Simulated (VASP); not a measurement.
A run of VASP 6.6.1:

File INCAR:

```
SYSTEM = AlN
PREC     = Accurate       ! precision mode
ENCUT    = 600            ! plane-wave cutoff, eV
EDIFF    = 1E-6           ! SCF threshold, eV
ISMEAR   = 0              ! smearing method
SIGMA    = 0.05           ! smearing width, eV
LREAL    = .FALSE.        ! projectors in reciprocal space
LASPH    = .TRUE.         ! aspherical terms in the spheres
NELM     = 120            ! most SCF steps
ALGO     = Normal         ! electronic algorithm
ISIF     = 2              ! what is computed and relaxed
LWAVE    = .FALSE.        ! write WAVECAR
LCHARG   = .FALSE.        ! write CHGCAR
GGA      = CA             ! functional
NBANDS   = 16             ! bands
GGA_COMPAT= .FALSE.
```

Contents of KPOINTS:

```
Automatic mesh
0
G
  9 9 6
  0 0 0
```

File POSCAR:

```
AlN
1.0
    3.1168202449      0.0000000000      0.0000000000
   -1.5584101224      2.6992455111      0.0000000000
    0.0000000000      0.0000000000      4.7287771875
Al N
2 2
Direct
    0.3333333333      0.6666666667      0.7500000000
    0.6666666667      0.3333333333      0.2500000000
    0.3333333333      0.6666666667      0.2500000000
    0.6666666667      0.3333333333      0.7500000000
```

Potentials or basis: VASP PAW LDA potentials, release 64 (Al, N).

Launch:

```sh
$ cat potpaw_LDA.64/Al/POTCAR potpaw_LDA.64/N/POTCAR > POTCAR
$ mpirun -np 1 vasp_std > vasp.out
```

Hardware: 1 thread of Intel Xeon 8259CL, on a shared host.

Problem. Estimate the wall time of this run.

Solution. Run time: 58 s on 1 thread of Intel Xeon 8259CL (shared host), peak memory 0.17 GiB. Counts: scf iterations 12, k points 48.
